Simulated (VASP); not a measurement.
Set up this calculation in VASP 6.6.1, as the native input.

- Task: single point
- Functional: PBE
- Potentials or basis: VASP PAW PBE potentials, release 64 (Sn_d, W_sv)
- Cutoff: 520 eV
- k mesh: 6 × 6 × 6
- Occupations: gaussian, width 0.1 eV
- Spin: no spin polarisation
- Dipole correction: no
- Further INCAR settings: ALGO = Normal; EDIFF = 1e-07; NBANDS = 21

The structure of SnW lies in POSCAR:

```
SnW
1.0
    3.5914424700      0.0000000000      0.0000000000
    0.0000000000      3.5914424700      0.0000000000
    0.0000000000      0.0000000000      3.5914424700
Sn W
1 1
Direct
    0.0000000000      0.0000000000      0.0000000000
    0.5000000000      0.5000000000      0.5000000000
```

The cell was generated, and may not be a known phase.

The input as run:

INCAR

```
PREC = Accurate
ENCUT = 520
EDIFF = 1E-7
ISMEAR = 0
SIGMA = 0.1
LREAL = F
LASPH = T
NELM = 100
ALGO = Normal
ISIF = 2
LWAVE = F
LCHARG = T
GGA = PE
LELF = T
LVHAR = T
NBANDS = 21
```

KPOINTS

```
Automatic mesh
0
Gamma
  6 6 6
```

Potentials or basis: VASP PAW PBE potentials, release 64 (Sn_d, W_sv).

Launch:

```bash
$ cat potpaw_PBE.64/Sn_d/POTCAR potpaw_PBE.64/W_sv/POTCAR > POTCAR
$ mpirun -np 1 vasp_std > vasp.out
```

It gave:

```json
{"Pressure": "-21.8 GPa", "Band gap on the k mesh": "zero (bands 14 and 15 overlap by 2.10 eV)"}
```

Caveat: the cell stands under tension; spin-orbit coupling is left out, which moves the levels of the heavy elements.

Run time: 28 s on 1 thread of Intel Xeon 8259CL, on a shared host, peak memory 0.16 GiB.
